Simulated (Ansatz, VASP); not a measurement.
**Two plane-wave programs on Be2B3**

Contents of INCAR:

```
SYSTEM = Be2B3
PREC = Accurate ; ENCUT = 600
EDIFF = 1E-7 ; ISMEAR = 0
SIGMA = 0.1 ; LREAL = .FALSE.
LASPH = .TRUE. ; NELM = 100
ALGO = Normal ; ISIF = 3
LWAVE = .FALSE. ; LCHARG = .FALSE.
GGA = PE ; IBRION = 2
NSW = 100 ; EDIFFG = -0.01
```

File KPOINTS:

```
Automatic mesh
0
G
  12 12 8
  0 0 0
```

POSCAR

```
Be2B3
1.0
    3.0969634128      0.0000000000      0.0000000000
   -1.5484817064      2.6820489900      0.0000000000
    0.0000000000      0.0000000000      4.8353495966
Be B
2 3
Direct
    0.3333333333      0.6666666667      0.1296371503
    0.6666666667      0.3333333333      0.8703628497
    0.0000000000      0.0000000000      0.0000000000
    0.3333333333      0.6666666667      0.5284102519
    0.6666666667      0.3333333333      0.4715897481
```

Input for Ansatz:

```yaml
crystal:
  lattice:
    - [3.0969634128, 0.0, 0.0]
    - [-1.5484817064, 2.68204899, 0.0]
    - [0.0, 0.0, 4.8353495966]
  atoms:
    - { symbol: Be, position: [0.3333333333, 0.6666666667, 0.1296371503] }
    - { symbol: Be, position: [0.6666666667, 0.3333333333, 0.8703628497] }
    - { symbol: B, position: [0.0, 0.0, 0.0] }
    - { symbol: B, position: [0.3333333333, 0.6666666667, 0.5284102519] }
    - { symbol: B, position: [0.6666666667, 0.3333333333, 0.4715897481] }
basis:
  ecutwfc: 420
kpoints:
  mp_grid: { grid: [12, 12, 8] }
hamiltonian:
  xc: pbe
scf:
  occupations: { method: gaussian, width: 0.1 }
output:
  forces: true
  stress: true
  eigenvalues: true
  write_density: true
  write_potential: true
  elf: true
  volumetric_format: npy
relax:
  adjacent_minimum: "off"
  f_tol: 0.01
  max_steps: 80
  cell: { stress_tol: 0.05 }
```

Alike in both runs: task relaxation of cell and atoms; functional PBE; k mesh 12 × 12 × 8; occupations gaussian, width 0.1 eV; no spin polarisation.

|  | VASP | Ansatz |
| --- | --- | --- |
| version | VASP 6.6.1 | Ansatz 0.2.0 |
| potentials or method | VASP PAW PBE potentials, release 64 (Be, B), cutoff 600 eV | scalar-relativistic, plane waves, PAW |
| valence electrons in the cell | 13 | 13 |

|  | VASP | Ansatz | Ansatz less VASP |
| --- | --- | --- | --- |
| gap on the k mesh at the Fermi level, each at its own relaxed structure (eV) | none | none | - |
| relaxed volume (Å³/atom) | 8.05 | 8.05 | +0.001 |
| relaxed cell length with the largest relative difference (Å) | 4.808 | 4.801 | -0.0069 |

A gap of «none» marks a metal or a gap that the smearing closes.
